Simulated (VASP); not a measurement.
Write the native input for VASP 6.6.1 that does the following.

```
Task                   : single point
Functional             : PBE
Potentials or basis    : VASP PAW PBE potentials, release 64 (Si)
Cutoff                 : 520 eV
k mesh                 : 10 × 10 × 10
Occupations            : gaussian, width 0.05 eV
Spin                   : no spin polarisation
Dipole correction      : no
Further INCAR settings : ALGO = Normal; EDIFF = 1e-06; NBANDS = 11
```

The structure of Si lies in POSCAR:

```
Si
1.0
    0.0000000000      2.6579379852      2.7565474845
    2.6579379852      0.0000000000      2.7565474845
    2.6579379852      2.6579379852      0.0000000000
Si
2
Direct
    0.5000000000      0.5000000000      0.5000000000
    0.7500000000      0.7500000000      0.7500000000
```

This cell differs from its parent crystal: volume 19.474 Å^3 an atom, c/a of the conventional cell 1.0371.

These files were run (other wordings do the same):

INCAR

```
  PREC = Accurate
  ENCUT = 520
  EDIFF = 1E-6
  ISMEAR = 0
  SIGMA = 0.05
  LREAL = False
  LASPH = True
  NELM = 80
  ALGO = Normal
  ISIF = 2
  LWAVE = False
  LCHARG = True
  GGA = PE
  LELF = True
  LVHAR = True
  NBANDS = 11
```

KPOINTS

```
Automatic mesh
0
Gamma
  10 10 10
```

Potentials or basis: VASP PAW PBE potentials, release 64 (Si).

Run with:

```bash
$ cat potpaw_PBE.64/Si/POTCAR > POTCAR
$ mpirun -np 1 vasp_std > vasp.out
```

Results of the run:

```
Pressure               : 4.7 GPa
Band gap on the k mesh : 0.33 eV, indirect (least direct gap 2.45 eV)
```

Run time: 19 s on 1 thread of Intel(R) Xeon(R) 6975P-C (Granite Rapids), with other jobs on the host, peak memory 0.17 GiB.
